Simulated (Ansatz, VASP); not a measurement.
## Si: VASP beside Ansatz

File INCAR:

```
PREC = Accurate
ENCUT = 600
EDIFF = 1E-6
ISMEAR = 0
SIGMA = 0.1
LREAL = False
LASPH = True
NELM = 100
ALGO = Normal
ISIF = 3
LWAVE = False
LCHARG = False
GGA = PE
IBRION = 2
NSW = 90
EDIFFG = -0.04
```

Contents of KPOINTS:

```
Automatic mesh
0
Gamma
  4 4 4
```

The input POSCAR:

```
Si
1.0
    5.4680853894      0.0000000000      0.0000000000
    0.0000000000      5.4680853894      0.0000000000
    0.0000000000      0.0000000000      5.4680853894
Si
8
Direct
    0.5000000000      0.5000000000      0.5000000000
    0.0000000000      0.0000000000      0.0000000000
    0.2500000000      0.0000000000      0.5000000000
    0.5000000000      0.2500000000      0.0000000000
    0.5000000000      0.7500000000      0.0000000000
    0.7500000000      0.0000000000      0.5000000000
    0.0000000000      0.5000000000      0.7500000000
    0.0000000000      0.5000000000      0.2500000000
```

Input for Ansatz:

```yaml
crystal:
  lattice:
    - [5.4680853894, 0.0, 0.0]
    - [0.0, 5.4680853894, 0.0]
    - [0.0, 0.0, 5.4680853894]
  atoms:
    - { symbol: Si, position: [0.5, 0.5, 0.5] }
    - { symbol: Si, position: [0.0, 0.0, 0.0] }
    - { symbol: Si, position: [0.25, 0.0, 0.5] }
    - { symbol: Si, position: [0.5, 0.25, 0.0] }
    - { symbol: Si, position: [0.5, 0.75, 0.0] }
    - { symbol: Si, position: [0.75, 0.0, 0.5] }
    - { symbol: Si, position: [0.0, 0.5, 0.75] }
    - { symbol: Si, position: [0.0, 0.5, 0.25] }
basis:
  ecutwfc: 420
kpoints:
  mp_grid: { grid: [4, 4, 4] }
hamiltonian:
  xc: pbe
scf:
  occupations: { method: gaussian, width: 0.1 }
  lower_state_search: "off"
output:
  forces: true
  stress: true
  eigenvalues: true
relax:
  adjacent_minimum: "off"
  f_tol: 0.04
  max_steps: 70
  cell: { stress_tol: 0.4 }
```

Alike in both runs: task relaxation of cell and atoms; functional PBE; k mesh 4 × 4 × 4; occupations gaussian, width 0.1 eV; no spin polarisation.

```csv
,VASP,Ansatz
version,VASP 6.6.1,Ansatz 0.2.0
potentials or method,"VASP PAW PBE potentials, release 64 (Si), cutoff 600 eV","scalar-relativistic, plane waves, PAW"
valence electrons in the cell,32,32
```

```tsv
	VASP	Ansatz	Ansatz less VASP
gap on the k mesh at the Fermi level, each at its own relaxed structure (eV)	none	none	-
relaxed volume (Å³/atom)	14.80	14.76	-0.034
relaxed length of the cell vector where the two differ most in proportion (Å)	4.910	4.906	-0.0037
```

A gap of «none» marks a metal or a gap that the smearing closes.

Noted on VASP's run: the volume moved by over 15 % at a fixed basis, so the end points are rough.
